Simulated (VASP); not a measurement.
# BN (P1) in VASP: single point with PBE+D3(BJ)

Aim: the single point of BN with PBE+D3(BJ).

Program: VASP 6.6.1. These are calculated values, not measurements. Logs are shortened: lines on timing, memory, paths and dates and some standing lists are left out, and cuts for length are marked.

**1. The cell of the first run**

The typed cell holds 8 atoms: a = 4.332 Å, b = 4.814 Å, c = 4.814 Å, α = 62.66°, β = 63.26°, γ = 63.26°.

**2. Single point, PBE+D3(BJ) (atoms moved at random)**

Input file INCAR:

```
ALGO = Normal ; EDIFF = 1E-6
ENCUT = 520 ; GGA = PE
ISIF = 2 ; ISMEAR = 1
IVDW = 12 ; LASPH = True
LCHARG = False ; LREAL = False
LWAVE = False ; NBANDS = 26
NELM = 100 ; PREC = Accurate
SIGMA = 0.4
```

Input file KPOINTS:

```
k-points
0
Gamma
  6 6 6
```

Input file POSCAR:

```
BN
1.0
    0.0000000000      0.0000000000      4.3321824800
    2.5032642000      3.4953158300      2.1660912400
   -2.5032642000      3.4953158300      2.1660912400
B N
4 4
Direct
    0.4961162308      0.7397059346      0.2620932251
    0.4988904757      0.2593694922      0.7494564905
   -0.0063905745      0.4992573392      0.5008134257
   -0.0000106342      0.0013255872     -0.0081118535
    0.1732955544      0.7534682271      0.2392782660
    0.1685921888      0.2553403921      0.7488553051
    0.6735226655      0.4962621036      0.5041007113
    0.6627840535     -0.0047290761      1.0035144298
```

Potentials or basis: VASP PAW PBE potentials, release 64 (B, N).

Run with:

```
$ cat potpaw_PBE.64/B/POTCAR potpaw_PBE.64/N/POTCAR > POTCAR
$ mpirun -np 1 vasp_std > vasp.out
```

OUTCAR:

```text
EDIFF = 1E-6
   ENCUT = 520
   GGA = PE
   ISIF = 2
   ISMEAR = 1
   IVDW = 12
   LASPH = True
   LREAL = False
   NELM = 100
   PREC = Accurate
 IVDW          = 12

 ion  position               nearest neighbor table
   1  0.496  0.740  0.262-   5 1.42   7 1.44   8 1.47
   2  0.499  0.259  0.749-   7 1.42   6 1.44   8 1.47
   3  0.994  0.499  0.501-   7 1.39   6 1.45   5 1.50
   4  1.000  0.001  0.992-   5 1.45   8 1.45   6 1.46
   5  0.173  0.753  0.239-   1 1.42   4 1.45   3 1.50
   6  0.169  0.255  0.749-   2 1.44   3 1.45   4 1.46
   7  0.674  0.496  0.504-   3 1.39   2 1.42   1 1.44
   8  0.663  0.995  0.004-   4 1.45   2 1.47   1 1.47

  LATTYP: Found a body centered orthorhombic cell.
 ALAT       =     4.3321824800
 B/A-ratio  =     1.1556596296
 C/A-ratio  =     1.6136512467

  Lattice vectors:

 A1 = (  -2.5032642000,  -3.4953158300,  -2.1660912400)
 A2 = (   2.5032642000,  -3.4953158300,   2.1660912400)
 A3 = (  -2.5032642000,   3.4953158300,   2.1660912400)

Analysis of symmetry for initial positions (statically):
=====================================================================
 Subroutine PRICEL returns:
 Original cell was already a primitive cell.

 Routine SETGRP: Setting up the symmetry group for a
 body centered orthorhombic supercell.

 Subroutine GETGRP returns: Found  1 space group operations
 (whereof  1 operations were pure point group operations)
 out of a pool of  8 trial point group operations.

The static configuration has the point symmetry C_1 .

Analysis of symmetry for dynamics (positions and initial velocities):
=====================================================================
 Subroutine PRICEL returns:
 Original cell was already a primitive cell.

 Routine SETGRP: Setting up the symmetry group for a
 body centered orthorhombic supercell.

 Subroutine GETGRP returns: Found  1 space group operations
 (whereof  1 operations were pure point group operations)
 out of a pool of  8 trial point group operations.

The dynamic configuration has the point symmetry C_1 .

 Subroutine INISYM returns: Found  1 space group operations
 (whereof  1 operations are pure point group operations),
 and found     1 'primitive' translations

----------------------------------------------------------------------------------------

                                     Primitive cell

  volume of cell :      75.8106

  direct lattice vectors                    reciprocal lattice vectors
     0.000000000  0.000000000  4.332182480     0.000000000 -0.143048590  0.230830535
     2.503264200  3.495315830  2.166091240     0.199739205  0.143048590  0.000000000
    -2.503264200  3.495315830  2.166091240    -0.199739205  0.143048590  0.000000000

  length of vectors
     4.332182480  4.814095519  4.814095519     0.271561475  0.245679972  0.245679972

  position of ions in fractional coordinates (direct lattice)
     0.496116231  0.739705935  0.262093225
     0.498890476  0.259369492  0.749456491
     0.993609425  0.499257339  0.500813426
     0.999989366  0.001325587  0.991888147
     0.173295554  0.753468227  0.239278266
     0.168592189  0.255340392  0.748855305
     0.673522666  0.496262104  0.504100711
     0.662784053  0.995270924  0.003514430

  ion indices of the primitive-cell ions
   primitive index   ion index
                 1           1
                 2           2
                 3           3
                 4           4
                 5           5
                 6           6
                 7           7
                 8           8

----------------------------------------------------------------------------------------

 KPOINTS: k-points

Automatic generation of k-mesh.
 Grid dimensions read from file:
 generate k-points for:    6    6    6

 Generating k-lattice:

  Cartesian coordinates                     Fractional coordinates (reciprocal lattice)
     0.000000000 -0.023841432  0.038471756     0.166666667  0.000000000  0.000000000
     0.033289867  0.023841432  0.000000000     0.000000000  0.166666667  0.000000000
    -0.033289867  0.023841432  0.000000000     0.000000000  0.000000000  0.166666667

  Length of vectors
     0.045260246  0.040946662  0.040946662

  Shift w.r.t. Gamma in fractional coordinates (k-lattice)
     0.000000000  0.000000000  0.000000000

 Subroutine IBZKPT returns following result:
 ===========================================

 Found    112 irreducible k-points:

 Following reciprocal coordinates:
            Coordinates               Weight
  0.000000  0.000000  0.000000      1.000000
  0.166667  0.000000  0.000000      2.000000
  0.166667  0.166667  0.166667      2.000000
  0.333333  0.000000  0.000000      2.000000
  0.333333  0.333333  0.333333      2.000000
  0.500000  0.000000  0.000000      1.000000
[... 16 lines left out ...]
  0.333333  0.333333  0.500000      2.000000
 -0.166667  0.166667 -0.000000      2.000000
 [... further k-points ...]
   k-points           NKPTS =    112   k-points in BZ     NKDIM =    112   number of bands    NBANDS=     26
   number of dos      NEDOS =    301   number of ions     NIONS =      8
   total plane-waves  NPLWV =  41472
   dimension x,y,z NGX =    32 NGY =   36 NGZ =   36
   dimension x,y,z NGXF=    64 NGYF=   72 NGZF=   72
   ions per type =               4   4
   NGX,Y,Z   is equivalent  to a cutoff of  12.28, 12.43, 12.43 a.u.
   NGXF,Y,Z  is equivalent  to a cutoff of  24.56, 24.86, 24.86 a.u.
 SYSTEM =  unknown system
   PREC   = accura    normal or accurate (medium, high low for compatibility)
   ISTART =      0    job   : 0-new  1-cont  2-samecut
   ICHARG =      2    charge: 1-file 2-atom 10-const
   ISPIN  =      1    spin polarized calculation?
   LNONCOLLINEAR =      F non collinear calculations
   LSORBIT =      F    spin-orbit coupling
   LASPH  =      T    aspherical Exc in radial PAW
   ENCUT  =  520.0 eV  38.22 Ry    6.18 a.u.   8.05  8.95  8.95*2*pi/ulx,y,z
   NELM   =    100;   NELMIN=  2; NELMDL= -5     # of ELM steps
   EDIFF  = 0.1E-05   stopping-criterion for ELM
   LREAL  =      F    real-space projection
   EDIFFG = 0.1E-04   stopping-criterion for IOM
   NSW    =      0    number of steps for IOM
   IBRION =     -1    ionic relax: 0-MD 1-quasi-New 2-CG
   NFREE  =      0    steps in history (QN), initial steepest desc. (CG)
   ISIF   =      2    stress and relaxation
   ISYM   =      2    0-nonsym 1-usesym 2-fastsym
   POTIM  = 0.5000    time-step for ionic-motion
   TEBEG  =    0.0;   TEEND  =   0.0 temperature during run
   PSTRESS=    0.0 pullay stress
   NELECT =      32.0000    total number of electrons
   NUPDOWN=      -1.0000    fix difference up-down
   EMIN   =  10.00;   EMAX   =-10.00  energy-range for DOS
   EFERMI =   0.00;   METHOD = LEGACY
   ISMEAR =     1;   SIGMA  =   0.40  broadening in eV -4-tet -1-fermi 0-gaus
   EFERMI_NEDOS =   21; number of points for ismear=-14 and -15
   IALGO  =     38    algorithm
   IMIX   =      4    mixing-type and parameters
     AMIX     =   0.40;   BMIX     =  1.00
     AMIX_MAG =   1.60;   BMIX_MAG =  1.00
  volume/ion in A,a.u.               =       9.48        63.95
  Fermi-wavevector in a.u.,A,eV,Ry     =   1.228047  2.320672 20.518928  1.508099
  Thomas-Fermi vector in A             =   2.362987
   LORBIT       =      0    0 simple, 1 ext, 2 COOP (PROOUT), +10 PAW based schemes
   GGA     = PE    functional components
   LHFCALC =     F    Hartree Fock is set to
   AEXX    =    0.0000 exact exchange contribution
   IVDW    =    12    specifies the selected vdW correction
   LEPSILON=     F    determine dielectric tensor
   LRPA    =     F    only Hartree local field effects (RPA)
 non-spin polarized calculation
 Methfessel and Paxton  Order N= 1 SIGMA  =   0.40
  energy-cutoff  :      520.00
  volume of cell :       75.81
 maximum number of plane-waves:      2059
   NGX = 17   NGY = 17   NGZ = 17

 number of electron      32.0000001 magnetization

 Free energy of the ion-electron system (eV)
  ---------------------------------------------------
  ext. energy  EPLUGINS =         0.00000000
  ---------------------------------------------------
  free energy    TOTEN  =       -70.09940744 eV

  energy without entropy =      -70.11169124  energy(sigma->0) =      -70.10350204

 E-fermi :   2.1661     XC(G=0):  -9.7413

 val. band max:        2.0277328037   @ k =   0.0000  -0.3333   0.1667
 cond. band min:       5.6463095668   @ k =   0.0000   0.0000   0.0000
 fundamental gap:      3.6185767631
 Fermi energy:         2.1661267435

 k-point     1 :       0.0000    0.0000    0.0000
  band No.  band energies     occupation
      1     -15.9182      2.00000
      2     -13.0991      2.00000
      3     -12.6665      2.00000
      4     -12.4132      2.00000
      5      -6.9984      2.00000
      6      -5.7975      2.00000
[... 18 lines left out ...]
     25      14.8728      0.00000
     26      15.2861      0.00000

 k-point     2 :       0.1667    0.0000    0.0000
  band No.  band energies     occupation
      1     -15.7735      2.00000
      2     -13.2530      2.00000
      3     -12.7071      2.00000
      4     -12.5432      2.00000
      5      -6.4946      2.00000
      6      -6.2587      2.00000
[... 18 lines left out ...]
     25      14.0713      0.00000
     26      14.4727      0.00000

 k-point     3 :       0.1667    0.1667    0.1667
  band No.  band energies     occupation
      1     -15.7735      2.00000
      2     -13.2528      2.00000
      3     -12.7072      2.00000
      4     -12.5432      2.00000
      5      -6.4955      2.00000
      6      -6.2570      2.00000
[... 572 lines left out ...]
 k-point    23 :       0.3333    0.3333    0.5000
  band No.  band energies     occupation
      1     -15.2194      2.00000
      2     -13.8592      2.00000
      3     -13.1354      2.00000
      4     -12.5231      2.00000
      5      -6.8038      2.00000
      6      -6.0897      2.00000
[... 18 lines left out ...]
     25      13.9987      0.00000
     26      14.1442      0.00000

 k-point    24 :      -0.1667    0.1667   -0.0000
  band No.  band energies     occupation
      1     -15.6427      2.00000
      2     -13.5169      2.00000
      3     -12.9336      2.00000
      4     -12.2739      2.00000
      5      -6.5812      2.00000
      6      -6.3136      2.00000
[... 18 lines left out ...]
     25      14.1673      0.00000
     26      14.4706      0.00000

 [... further k-points ...]

------------------------ aborting loop because EDIFF is reached ----------------------------------------

 Edisp (eV)   -1.06201

 E8    (eV) :    -0.3092

  FORCE on cell =-STRESS in cart. coord.  units (eV):
  Direction    XX          YY          ZZ          XY          YZ          ZX
  --------------------------------------------------------------------------------------
  -------------------------------------------------------------------------------------
  Total       0.03706    -0.56986     2.46750     0.00918    -0.00978    -0.15740
  in kB       0.78330   -12.04332    52.14807     0.19394    -0.20665    -3.32654
  external pressure =       13.63 kB  Pullay stress =        0.00 kB

 VOLUME and BASIS-vectors are now :
 -----------------------------------------------------------------------------
  energy-cutoff  :      520.00
  volume of cell :       75.81
      direct lattice vectors                 reciprocal lattice vectors
     0.000000000  0.000000000  4.332182480     0.000000000 -0.143048590  0.230830535
     2.503264200  3.495315830  2.166091240     0.199739205  0.143048590  0.000000000
    -2.503264200  3.495315830  2.166091240    -0.199739205  0.143048590  0.000000000

 POSITION                                       TOTAL-FORCE (eV/Angst)
 -----------------------------------------------------------------------------------
      1.19559      3.50160      4.31925         2.143221     -0.249456      0.637886
     -1.22682      3.52617      4.34649        -2.118771     -0.355195     -0.433440
     -0.00390      3.49556      6.47074         0.962937     -0.036143      2.849906
     -2.47964      3.47160      6.48353        -0.329519      0.293241      0.523317
      1.28715      3.46996      2.90113        -1.881400      0.104284     -1.403721
     -1.23540      3.50998      2.90555         0.235339     -0.021569     -0.866743
     -0.01962      3.49658      5.08470         0.508395      0.167594     -1.759917
      2.48263      3.49107      5.03476         0.479799      0.097243      0.452711
 -----------------------------------------------------------------------------------
    total drift:                               -0.000025     -0.000197     -0.000988

  FREE ENERGIE OF THE ION-ELECTRON SYSTEM (eV)
  ---------------------------------------------------
  free  energy   TOTEN  =       -71.1614176339 eV

  energy  without entropy=      -71.1737014331  energy(sigma->0) =      -71.16551223
```

Wall time 5.8 min (1 thread of Oxide Virtual Turin-like, shared host); peak memory 0.26 GiB.

What came out:

* Free energy: -71.1614 eV
* Pressure: 1.4 GPa
* Largest force: 3.008 eV/Å
* Band gap on the k mesh: 3.62 eV
* Dispersion energy per atom: -0.133 eV

Forces in eV/Å, atoms in the order of the input:
```
B    2.143 -0.249  0.638
B   -2.119 -0.355 -0.433
B    0.963 -0.036  2.850
B   -0.330  0.293  0.523
N   -1.881  0.104 -1.404
N    0.235 -0.022 -0.867
N    0.508  0.168 -1.760
N    0.480  0.097  0.453
```

Stress tensor (GPa, compression positive):
```
 0.08  0.02 -0.33
 0.02 -1.20 -0.02
-0.33 -0.02  5.21
```

Levels at points of the mesh, in eV from the valence-band top:
| k point | band 12 | band 13 | band 14 | band 15 | band 16 | band 17 | band 18 | band 19 | band 20 | band 21 |
| --- | --- | --- | --- | --- | --- | --- | --- | --- | --- | --- |
| (0.00, 0.00, 0.00) | -1.90 | -1.71 | -1.63 | -1.31 | -1.17 | 3.62 | 4.82 | 5.75 | 6.13 | 9.82 |
| (0.50, 0.00, 0.00) | -3.74 | -3.07 | -2.70 | -1.15 | -1.03 | 4.63 | 4.70 | 7.68 | 7.89 | 9.52 |
| (0.50, 0.50, 0.50) | -3.75 | -3.07 | -2.70 | -1.15 | -1.01 | 4.55 | 4.73 | 7.64 | 7.88 | 9.57 |
| (0.00, 0.50, 0.00) | -3.94 | -3.55 | -2.78 | -0.43 | -0.16 | 4.43 | 4.60 | 7.78 | 7.89 | 10.73 |
| (0.00, 0.00, 0.50) | -3.88 | -3.55 | -2.78 | -0.42 | -0.18 | 4.45 | 4.59 | 7.77 | 7.88 | 10.71 |
| (0.50, 0.50, 0.00) | -3.96 | -3.55 | -3.26 | -2.25 | -1.91 | 6.98 | 7.23 | 7.35 | 7.74 | 7.97 |
| (0.50, 0.00, 0.50) | -3.98 | -3.59 | -3.23 | -2.20 | -1.94 | 7.01 | 7.24 | 7.38 | 7.61 | 8.01 |
| (0.00, 0.50, 0.50) | -1.66 | -1.20 | -1.06 | -0.79 | -0.39 | 5.43 | 5.53 | 5.68 | 9.34 | 9.52 |

Caveat: the cell differs from its parent crystal (atoms moved at random); the stress differs along the axes, from -1 to 5 GPa; forces of over 1 eV/Å act on the atoms, so gaps and moduli don't describe the material at rest.
